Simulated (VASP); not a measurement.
In3GaSb2N2:

```
In Ga Sb N
1.0
     4.61727    0.00000    0.00000
     0.00000    4.61727    0.00000
     0.00000    0.00000    8.17666
In Ga Sb N
3 1 2 2
Direct
  0.00000 0.00000 0.73316
  0.00000 0.00000 0.26684
  0.00000 0.00000 0.00000
  0.50000 0.50000 0.00000
  0.50000 0.00000 0.50000
  0.00000 0.50000 0.50000
  0.50000 0.00000 0.00000
  0.00000 0.50000 0.00000
```

The cell was generated, and may not be a known phase.

```yaml
Program: VASP 6.6.1
Task: relaxation of cell and atoms
Functional: PBE
Potentials_or_basis: VASP PAW PBE potentials, release 64 (In_d, Ga_d, Sb, N)
Cutoff: 600 eV
k_mesh: 3 × 3 × 2
Occupations: gaussian, width 0.15 eV
Spin: no spin polarisation
```

At the start: pressure 13.7 GPa; volume 21.79 Å³/atom.

Q: How do energy, volume and symmetry change on relaxing?

A: Over 21 steps the energy falls by 817.2 meV/atom and the volume is 26.43 Å³/atom (+21.3 %); space group P4/mmm (No. 123, to 0.1 Å) before and after.

Step by step:
```tsv
step	energy change (eV)	largest force (eV/Å)	pressure (GPa)	volume (Å³)
1	0.0000	8.8789	13.69	174.32
2	-5.3728	1.5351	-1.31	218.98
3	-5.3222	1.0081	-0.55	201.89
4	-5.3711	1.5423	-1.15	215.35
5	-5.3917	1.4798	-1.11	212.30
6	-5.7852	1.4675	0.62	207.73
7	-5.7060	0.7857	9.87	192.42
8	-6.0686	1.3769	2.98	202.48
9	-6.1047	1.3152	4.92	199.05
10	-6.2952	0.9103	3.87	202.94
11	-6.3948	0.3656	2.79	207.53
12	-6.3975	0.2707	2.61	208.39
13	-6.4824	0.2821	0.89	212.35
14	-6.4998	0.2933	-0.29	215.48
15	-6.4999	0.2926	-0.23	215.32
16	-6.5044	0.2807	-0.20	214.94
17	-6.5162	0.2431	-0.12	213.82
18	-6.5321	0.1592	0.08	211.56
19	-6.5267	0.0564	0.60	207.04
20	-6.5364	0.0928	0.27	209.84
21	-6.5378	0.0155	-0.23	211.47
```

Final structure:
```cif
data_structure
_symmetry_space_group_name_H-M 'P 1'
_symmetry_Int_Tables_number 1
_cell_length_a 4.3214
_cell_length_b 4.3214
_cell_length_c 11.3239
_cell_angle_alpha 90.000
_cell_angle_beta 90.000
_cell_angle_gamma 90.000
_cell_volume 211.47
loop_
_atom_site_label
_atom_site_type_symbol
_atom_site_fract_x
_atom_site_fract_y
_atom_site_fract_z
_atom_site_occupancy
In1 In 0.00000 0.00000 0.72060 1
In2 In 0.00000 0.00000 0.27940 1
In3 In 0.00000 0.00000 0.00000 1
Ga1 Ga 0.50000 0.50000 0.00000 1
Sb1 Sb 0.50000 0.00000 0.50000 1
Sb2 Sb 0.00000 0.50000 0.50000 1
N1 N 0.50000 0.00000 0.00000 1
N2 N 0.00000 0.50000 0.00000 1
```

Caveat: the k points lie up to 0.48 Å⁻¹ apart in the final cell; the volume moved by over 15 % at a fixed basis, so the end points are rough.
